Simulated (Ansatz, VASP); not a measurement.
**Two plane-wave programs on Nb**

The input POSCAR:

```
Nb
1.0
    0.0000000000      2.1744182734      2.1744182734
    2.1744182734      0.0000000000      2.1744182734
    2.1744182734      2.1744182734      0.0000000000
Nb
1
Direct
    0.0000000000      0.0000000000      0.0000000000
```

Contents of INCAR.step1:

```
PREC = Accurate
ENCUT = 520
ISMEAR = 0
SIGMA = 0.1
LREAL = F
LASPH = T
NELM = 60
NBANDS = 12
GGA = PE
ALGO = Normal
EDIFF = 1E-4
LWAVE = T
LCHARG = F
```

INCAR.step2

```
PREC = Accurate
ENCUT = 520
EDIFF = 1E-7
ISMEAR = 0
SIGMA = 0.1
LREAL = F
LASPH = T
NELM = 60
ALGO = Normal
ISIF = 2
LWAVE = F
LCHARG = F
METAGGA = R2SCAN
LMIXTAU = T
NBANDS = 12
ISTART = 1
```

Contents of KPOINTS:

```
Automatic mesh
0
Gamma
  18 18 18
```

Input for Ansatz:

```yaml
crystal:
  lattice:
    - [0.0, 2.1744182734, 2.1744182734]
    - [2.1744182734, 0.0, 2.1744182734]
    - [2.1744182734, 2.1744182734, 0.0]
  atoms:
    - { symbol: Nb, position: [0.0, 0.0, 0.0] }
basis:
  ecutwfc: 500
kpoints:
  mp_grid: { grid: [18, 18, 18] }
hamiltonian:
  xc: r2scan
scf:
  occupations: { method: gaussian, width: 0.1 }
output:
  forces: true
  stress: true
  eigenvalues: true
  write_density: true
  write_potential: true
  elf: true
  volumetric_format: npy
```

Alike in both runs: task single point; functional r2SCAN; k mesh 18 × 18 × 18; occupations gaussian, width 0.1 eV; no spin polarisation.

|  | VASP | Ansatz |
| --- | --- | --- |
| version | VASP 6.6.1 | Ansatz 0.2.0 |
| potentials or method | VASP PAW PBE potentials, release 64 (Nb_sv), cutoff 520 eV | scalar-relativistic, plane waves, PAW |
| valence electrons in the cell | 13 | 13 |

|  | VASP | Ansatz | Ansatz less VASP |
| --- | --- | --- | --- |
| gap on the k mesh at the Fermi level (eV) | none | none | - |
| pressure (GPa) | -13.8 | -13.6 | +0.18 |

VASP's potentials were made for PBE, not for r2SCAN. A gap of «none» marks a metal or a gap that the smearing closes.
